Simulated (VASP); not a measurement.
Runs of VASP 6.6.1 on Si2W. The structure is that of space group I4/mmm (No. 139), or close to it. The cells are those of the table. 

```csv
cell,gap on the mesh (eV),pressure (GPa),largest force (eV/Å)
"a = 4.539 Å, angles 142.3, 142.3, 54.4°, 3 atoms",none,41.7,0.54
"a = 4.483 Å, angles 140.4, 140.4, 57.2°, 3 atoms",none,24.4,0.31
"a = 4.304 Å, angles 138.5, 138.5, 60.2°, 3 atoms",none,42.0,0.41
"a = 4.551 Å, angles 138.5, 138.5, 60.2°, 3 atoms",none,-8.1,0.10
"a = 4.799 Å, angles 142.3, 142.3, 54.4°, 3 atoms",none,(a),0.29
"a = 4.105 Å, angles 134.4, 134.4, 66.4°, 3 atoms",none,51.5,0.09
"a = 4.340 Å, angles 134.4, 134.4, 66.4°, 3 atoms",none,(b),0.19
```

Alike in all rows: task single point; level LDA; potentials or basis VASP PAW LDA potentials, release 64 (Si, W_sv); no spin polarisation; k mesh 20 × 20 × 20; cutoff (eV) 520; smearing gaussian 0.15 eV.

Q: Fill in the values left out.

A: (a) -7.0; (b) -1.7.

Caveats: spin-orbit coupling is left out, which moves the levels of the heavy elements; the cell stands under pressure (at least some runs); the cell stands under tension (at least some runs).

A k mesh can miss the band edges, and the runs leave out spin-orbit coupling on W.

A gap of «none» marks levels without a gap at the run's occupations.
